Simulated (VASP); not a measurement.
Set up this calculation in VASP 6.6.1, as the native input.

```
Task                   : single point
Functional             : LDA
Potentials or basis    : VASP PAW LDA potentials, release 64 (Mg, O)
Cutoff                 : 520 eV
k mesh                 : 12 × 12 × 6
Occupations            : gaussian, width 0.05 eV
Spin                   : no spin polarisation
Dipole correction      : no
Further INCAR settings : ALGO = Normal; EDIFF = 1e-06; NBANDS = 16
```

The structure of MgO lies in POSCAR:

```
MgO
1.0
    3.5846369696      0.0000000000      0.0000000000
   -1.7923184848      3.1043866790      0.0000000000
    0.0000000000      0.0000000000      3.9521304572
Mg O
2 2
Direct
    0.6666666667      0.3333333333      0.7500000000
    0.3333333333      0.6666666667      0.2500000000
    0.6666666667      0.3333333333      0.2500000000
    0.3333333333      0.6666666667      0.7500000000
```

This cell differs from its parent crystal: ratio of the length along z to the lengths across it x 0.92, volume and fractional coordinates fixed.

These files were run (other wordings do the same):

INCAR

```
SYSTEM = MgO
PREC = Accurate ; ENCUT = 520
EDIFF = 1E-6 ; ISMEAR = 0
SIGMA = 0.05 ; LREAL = .FALSE.
LASPH = .TRUE. ; NELM = 60
ALGO = Normal ; ISIF = 2
LWAVE = .FALSE. ; LCHARG = .FALSE.
NBANDS = 16
```

KPOINTS

```
regular mesh
0
G
  12 12 6
  0 0 0
```

Potentials or basis: VASP PAW LDA potentials, release 64 (Mg, O).

The run is started by

```console
$ cat potpaw_LDA.64/Mg/POTCAR potpaw_LDA.64/O/POTCAR > POTCAR
$ mpirun -np 1 vasp_std > vasp.out
```

Results of the run:

The pressure is -3.1 GPa and the band gap on the k mesh is 3.43 eV, direct.

Run time: 47 s on 1 thread of Intel(R) Xeon(R) Platinum 8259CL CPU @ 2.50GHz (Skylake/Cascade Lake) (shared host), peak memory 0.17 GiB.
